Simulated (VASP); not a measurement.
# Cd2HgO3 (P-3m1) in VASP: single point with PBE

Aim: the single point of Cd2HgO3 with PBE.

Program: VASP 6.6.1. These are calculated values, not measurements. Logs are shortened: lines on timing, memory, paths and dates and some standing lists are left out, and cuts for length are marked.

**1. The cell of the first run**

The structure is trigonal, space group P-3m1 (No. 164). Conventional cell: a = 3.404 Å, b = 3.404 Å, c = 8.374 Å, α = 90.00°, β = 90.00°, γ = 120.00°. Within 3.1 Å of Cd (site symmetry 3m) lie 6 O at 2.37 to 2.39 Å. Hg (site symmetry -3m) has 6 O at 2.47 Å and 6 Hg at 3.40 Å and 6 Cd at 3.44 Å within 3.5 Å. O (site symmetry 3m) has 3 Cd at 2.37 Å and 3 Hg at 2.47 Å within 3.1 Å. O (site symmetry -3m) has 6 Cd at 2.39 Å within 3.2 Å.

**2. Single point, PBE**

Input file INCAR:

```
SYSTEM = Cd2HgO3
PREC = Accurate ; ENCUT = 520
EDIFF = 1E-6 ; ISMEAR = 0
SIGMA = 0.1 ; LREAL = .FALSE.
LASPH = .TRUE. ; NELM = 100
ALGO = Normal ; ISIF = 2
LWAVE = .FALSE. ; LCHARG = .TRUE.
GGA = PE ; LELF = .TRUE.
LVHAR = .TRUE. ; NBANDS = 36
```

Input file KPOINTS:

```
regular mesh
0
G
  12 12 6
  0 0 0
```

Input file POSCAR:

```
Cd2HgO3
1.0
    3.4041279307      0.0000000000      0.0000000000
   -1.7020639653      2.9480612657      0.0000000000
    0.0000000000      0.0000000000      8.3737293243
Cd Hg O
2 1 3
Direct
    0.3333333333      0.6666666667      0.6629866477
    0.6666666667      0.3333333333      0.3370133523
    0.0000000000      0.0000000000      0.0000000000
    0.6666666667      0.3333333333      0.8217772511
    0.0000000000      0.0000000000      0.5000000000
    0.3333333333      0.6666666667      0.1782227489
```

Potentials or basis: VASP PAW PBE potentials, release 64 (Cd, Hg, O).

Started as:

```console
$ cat potpaw_PBE.64/Cd/POTCAR potpaw_PBE.64/Hg/POTCAR potpaw_PBE.64/O/POTCAR > POTCAR
$ mpirun -np 1 vasp_std > vasp.out
```

OUTCAR:

```text
SYSTEM = Cd2HgO3
   PREC = Accurate
   ENCUT = 520
   EDIFF = 1E-6
   ISMEAR = 0
   LREAL = .FALSE.
   LASPH = .TRUE.
   NELM = 100
   ISIF = 2
   GGA = PE

 ion  position               nearest neighbor table
   1  0.333  0.667  0.663-   4 2.37   4 2.37   4 2.37   5 2.39   5 2.39   5 2.39   2 3.36   2 3.36
                             2 3.36   3 3.44   3 3.44   3 3.44
   2  0.667  0.333  0.337-   6 2.37   6 2.37   6 2.37   5 2.39   5 2.39   5 2.39   1 3.36   1 3.36
                             1 3.36   3 3.44   3 3.44   3 3.44
   3  0.000  0.000  0.000-   4 2.47   6 2.47   6 2.47   4 2.47   4 2.47   6 2.47   1 3.44   2 3.44
                             1 3.44   2 3.44   1 3.44   2 3.44
   4  0.667  0.333  0.822-   1 2.37   1 2.37   1 2.37   3 2.47   3 2.47   3 2.47
   5  0.000  0.000  0.500-   1 2.39   2 2.39   1 2.39   2 2.39   2 2.39   1 2.39
   6  0.333  0.667  0.178-   2 2.37   2 2.37   2 2.37   3 2.47   3 2.47   3 2.47

  LATTYP: Found a hexagonal cell.
 ALAT       =     3.4041279307
 C/A-ratio  =     2.4598750384

  Lattice vectors:

 A1 = (   3.4041279307,   0.0000000000,   0.0000000000)
 A2 = (  -1.7020639653,   2.9480612657,   0.0000000000)
 A3 = (   0.0000000000,   0.0000000000,   8.3737293243)

Analysis of symmetry for initial positions (statically):
=====================================================================
 Subroutine PRICEL returns:
 Original cell was already a primitive cell.

 Routine SETGRP: Setting up the symmetry group for a
 hexagonal supercell.

 Subroutine GETGRP returns: Found 12 space group operations
 (whereof 12 operations were pure point group operations)
 out of a pool of 24 trial point group operations.

The static configuration has the point symmetry D_3d.

Analysis of symmetry for dynamics (positions and initial velocities):
=====================================================================
 Subroutine PRICEL returns:
 Original cell was already a primitive cell.

 Routine SETGRP: Setting up the symmetry group for a
 hexagonal supercell.

 Subroutine GETGRP returns: Found 12 space group operations
 (whereof 12 operations were pure point group operations)
 out of a pool of 24 trial point group operations.

The dynamic configuration has the point symmetry D_3d.

 Subroutine INISYM returns: Found 12 space group operations
 (whereof 12 operations are pure point group operations),
 and found     1 'primitive' translations

----------------------------------------------------------------------------------------

                                     Primitive cell

  volume of cell :      84.0352

  direct lattice vectors                    reciprocal lattice vectors
     3.404127931  0.000000000  0.000000000     0.293760993  0.169602988  0.000000000
    -1.702063965  2.948061266  0.000000000     0.000000000  0.339205976  0.000000000
     0.000000000  0.000000000  8.373729324     0.000000000  0.000000000  0.119421104

  length of vectors
     3.404127931  3.404127931  8.373729324     0.339205976  0.339205976  0.119421104

  position of ions in fractional coordinates (direct lattice)
     0.333333333  0.666666667  0.662986648
     0.666666667  0.333333333  0.337013352
     0.000000000  0.000000000  0.000000000
     0.666666667  0.333333333  0.821777251
     0.000000000  0.000000000  0.500000000
     0.333333333  0.666666667  0.178222749

  ion indices of the primitive-cell ions
   primitive index   ion index
                 1           1
                 2           2
                 3           3
                 4           4
                 5           5
                 6           6

----------------------------------------------------------------------------------------

 KPOINTS: regular mesh

Automatic generation of k-mesh.
 Grid dimensions read from file:
 generate k-points for:   12   12    6

 Generating k-lattice:

  Cartesian coordinates                     Fractional coordinates (reciprocal lattice)
     0.024480083  0.014133582  0.000000000     0.083333333  0.000000000  0.000000000
     0.000000000  0.028267165  0.000000000     0.000000000  0.083333333  0.000000000
     0.000000000  0.000000000  0.019903517     0.000000000  0.000000000  0.166666667

  Length of vectors
     0.028267165  0.028267165  0.019903517

  Shift w.r.t. Gamma in fractional coordinates (k-lattice)
     0.000000000  0.000000000  0.000000000

 Subroutine IBZKPT returns following result:
 ===========================================

 Found    100 irreducible k-points:

 Following reciprocal coordinates:
            Coordinates               Weight
  0.000000  0.000000  0.000000      1.000000
  0.083333  0.000000  0.000000      6.000000
  0.166667  0.000000  0.000000      6.000000
  0.250000  0.000000  0.000000      6.000000
  0.333333  0.000000  0.000000      6.000000
  0.416667  0.000000  0.000000      6.000000
[... 16 lines left out ...]
  0.166667  0.000000  0.166667      6.000000
  0.000000  0.166667  0.166667      6.000000
 [... further k-points ...]
   k-points           NKPTS =    100   k-points in BZ     NKDIM =    100   number of bands    NBANDS=     36
   number of dos      NEDOS =    301   number of ions     NIONS =      6
   total plane-waves  NPLWV =  50176
   dimension x,y,z NGX =    28 NGY =   28 NGZ =   64
   dimension x,y,z NGXF=    56 NGYF=   56 NGZF=  128
   ions per type =               2   1   3
   NGX,Y,Z   is equivalent  to a cutoff of  13.67, 13.67, 12.71 a.u.
   NGXF,Y,Z  is equivalent  to a cutoff of  27.35, 27.35, 25.41 a.u.
 SYSTEM =  Cd2HgO3
   PREC   = accura    normal or accurate (medium, high low for compatibility)
   ISTART =      0    job   : 0-new  1-cont  2-samecut
   ICHARG =      2    charge: 1-file 2-atom 10-const
   ISPIN  =      1    spin polarized calculation?
   LNONCOLLINEAR =      F non collinear calculations
   LSORBIT =      F    spin-orbit coupling
   LASPH  =      T    aspherical Exc in radial PAW
   ENCUT  =  520.0 eV  38.22 Ry    6.18 a.u.   6.33  6.33 15.57*2*pi/ulx,y,z
   NELM   =    100;   NELMIN=  2; NELMDL= -5     # of ELM steps
   EDIFF  = 0.1E-05   stopping-criterion for ELM
   LREAL  =      F    real-space projection
   EDIFFG = 0.1E-04   stopping-criterion for IOM
   NSW    =      0    number of steps for IOM
   IBRION =     -1    ionic relax: 0-MD 1-quasi-New 2-CG
   NFREE  =      0    steps in history (QN), initial steepest desc. (CG)
   ISIF   =      2    stress and relaxation
   ISYM   =      2    0-nonsym 1-usesym 2-fastsym
   POTIM  = 0.5000    time-step for ionic-motion
   TEBEG  =    0.0;   TEEND  =   0.0 temperature during run
   PSTRESS=    0.0 pullay stress
   NELECT =      54.0000    total number of electrons
   NUPDOWN=      -1.0000    fix difference up-down
   EMIN   =  10.00;   EMAX   =-10.00  energy-range for DOS
   EFERMI =   0.00;   METHOD = LEGACY
   ISMEAR =     0;   SIGMA  =   0.10  broadening in eV -4-tet -1-fermi 0-gaus
   EFERMI_NEDOS =   21; number of points for ismear=-14 and -15
   IALGO  =     38    algorithm
   IMIX   =      4    mixing-type and parameters
     AMIX     =   0.40;   BMIX     =  1.00
     AMIX_MAG =   1.60;   BMIX_MAG =  1.00
  volume/ion in A,a.u.               =      14.01        94.52
  Fermi-wavevector in a.u.,A,eV,Ry     =   1.412708  2.669630 27.153733  1.995743
  Thomas-Fermi vector in A             =   2.534429
   LORBIT       =      0    0 simple, 1 ext, 2 COOP (PROOUT), +10 PAW based schemes
   GGA     = PE    functional components
   LHFCALC =     F    Hartree Fock is set to
   AEXX    =    0.0000 exact exchange contribution
   IVDW    =     0    specifies the selected vdW correction
   LEPSILON=     F    determine dielectric tensor
   LRPA    =     F    only Hartree local field effects (RPA)
 non-spin polarized calculation
 Gauss-broadening in eV      SIGMA  =   0.10
  energy-cutoff  :      520.00
  volume of cell :       84.04
 maximum number of plane-waves:      2282
 NGX is ok and might be reduce to    28
   NGX = 13   NGY = 13   NGZ = 31

 number of electron      54.0000000 magnetization

 Free energy of the ion-electron system (eV)
  ---------------------------------------------------
  ext. energy  EPLUGINS =         0.00000000
  ---------------------------------------------------
  free energy    TOTEN  =       -20.80260069 eV

  energy without entropy =      -20.79742009  energy(sigma->0) =      -20.80001039

 E-fermi :   1.8102     XC(G=0): -11.3861

 val. band max:        1.7992319476   @ k =   0.5000   0.0000   0.5000
 cond. band min:       1.8312011756   @ k =   0.0000   0.0833   0.1667
 fundamental gap:      0.0319692280
 Fermi energy:         1.8101883042

 k-point     1 :       0.0000    0.0000    0.0000
  band No.  band energies     occupation
      1     -15.4068      2.00000
      2     -14.9709      2.00000
      3     -14.8206      2.00000
      4      -5.4484      2.00000
      5      -5.3297      2.00000
      6      -5.3297      2.00000
[... 28 lines left out ...]
     35      14.1508      0.00000
     36      14.1508      0.00000

 k-point     2 :       0.0833    0.0000    0.0000
  band No.  band energies     occupation
      1     -15.3693      2.00000
      2     -14.9607      2.00000
      3     -14.8127      2.00000
      4      -5.4183      2.00000
      5      -5.3761      2.00000
      6      -5.3055      2.00000
[... 28 lines left out ...]
     35      14.0695      0.00000
     36      14.2050      0.00000

 k-point     3 :       0.1667    0.0000    0.0000
  band No.  band energies     occupation
      1     -15.2656      2.00000
      2     -14.9334      2.00000
      3     -14.7908      2.00000
      4      -5.3956      2.00000
      5      -5.3044      2.00000
      6      -5.2511      2.00000
[... 28 lines left out ...]
     35      13.9908      0.00000
     36      14.1075      0.00000
[... 742 lines left out ...]
 k-point    23 :       0.1667    0.0000    0.1667
  band No.  band energies     occupation
      1     -15.2480      2.00000
      2     -14.9849      2.00000
      3     -14.7568      2.00000
      4      -5.4538      2.00000
      5      -5.2655      2.00000
      6      -5.2629      2.00000
[... 28 lines left out ...]
     35      13.5350      0.00000
     36      13.8255      0.00000

 k-point    24 :       0.0000    0.1667    0.1667
  band No.  band energies     occupation
      1     -15.2536      2.00000
      2     -14.9698      2.00000
      3     -14.7665      2.00000
      4      -5.3595      2.00000
      5      -5.3265      2.00000
      6      -5.2386      2.00000
[... 28 lines left out ...]
     35      13.7966      0.00000
     36      14.4620      0.00000

 [... further k-points ...]

------------------------ aborting loop because EDIFF is reached ----------------------------------------

  FORCE on cell =-STRESS in cart. coord.  units (eV):
  Direction    XX          YY          ZZ          XY          YZ          ZX
  --------------------------------------------------------------------------------------
  -------------------------------------------------------------------------------------
  Total        0.5579066      0.5579066      0.5436831      0.0000000      0.0000000      0.0000000
  in kB       10.6367943     10.6367943     10.3656170      0.0000000      0.0000000      0.0000000
  external PRESSURE =      10.5464018 kB  Pullay stress =       0.0000000 kB

 VOLUME and BASIS-vectors are now :
 -----------------------------------------------------------------------------
  energy-cutoff  :      520.00
  volume of cell :       84.04
      direct lattice vectors                 reciprocal lattice vectors
     3.404127931  0.000000000  0.000000000     0.293760993  0.169602988  0.000000000
    -1.702063965  2.948061266  0.000000000     0.000000000  0.339205976  0.000000000
     0.000000000  0.000000000  8.373729324     0.000000000  0.000000000  0.119421104

 POSITION                                       TOTAL-FORCE (eV/Angst)
 -----------------------------------------------------------------------------------
     -0.00000      1.96537      5.55167        -0.000000      0.000000     -0.000943
      1.70206      0.98269      2.82206         0.000000     -0.000000      0.000943
      0.00000      0.00000      0.00000         0.000000      0.000000      0.000000
      1.70206      0.98269      6.88134        -0.000000      0.000000      0.003012
      0.00000      0.00000      4.18686         0.000000      0.000000      0.000000
     -0.00000      1.96537      1.49239         0.000000     -0.000000     -0.003012
 -----------------------------------------------------------------------------------
    total drift:                               -0.000000      0.000000      0.000000

  FREE ENERGIE OF THE ION-ELECTRON SYSTEM (eV)
  ---------------------------------------------------
  free  energy   TOTEN  =       -20.8026006903 eV

  energy  without entropy=      -20.7974200943  energy(sigma->0) =      -20.80001039
```

Wall time 9.3 min (1 thread of Intel Xeon Platinum 8375C at 2.90GHz (Ice Lake), shared host); peak memory 0.4 GiB.

What came out:

- Free energy: -20.8026 eV
- Pressure: 1.1 GPa
- Largest force: 0.003 eV/Å
- Band gap on the k mesh: zero (bands 27 and 28 overlap by 0.30 eV)

Forces in eV/Å, atoms in the order of the input:
```
Cd   0.000  0.000 -0.001
Cd   0.000  0.000  0.001
Hg   0.000  0.000  0.000
O    0.000  0.000  0.003
O    0.000  0.000  0.000
O    0.000  0.000 -0.003
```

Levels at points of the mesh, in eV from the Fermi level:
| k point | band 23 | band 24 | band 25 | band 26 | band 27 | band 28 | band 29 | band 30 | band 31 | band 32 |
| --- | --- | --- | --- | --- | --- | --- | --- | --- | --- | --- |
| (0.00, 0.00, 0.00) | -1.39 | -1.24 | -0.45 | -0.45 | -0.31 | -0.31 | 2.81 | 3.14 | 7.60 | 8.41 |
| (0.50, 0.00, 0.00) | -2.27 | -1.05 | -0.80 | -0.62 | -0.50 | 2.24 | 4.78 | 4.81 | 6.38 | 6.65 |
| (0.00, 0.00, 0.50) | -1.09 | -0.98 | -0.98 | -0.06 | -0.06 | 0.62 | 1.14 | 4.17 | 6.21 | 11.41 |
| (0.50, 0.00, 0.50) | -2.08 | -1.67 | -1.62 | -0.04 | -0.01 | 2.64 | 4.08 | 4.42 | 6.43 | 7.47 |

Caveat: semilocal functionals underestimate gaps, and a narrow one can read as zero; spin-orbit coupling is left out, which moves the levels of the heavy elements.

The gap in the log of VASP goes by the Fermi energy; the results here count the filled bands.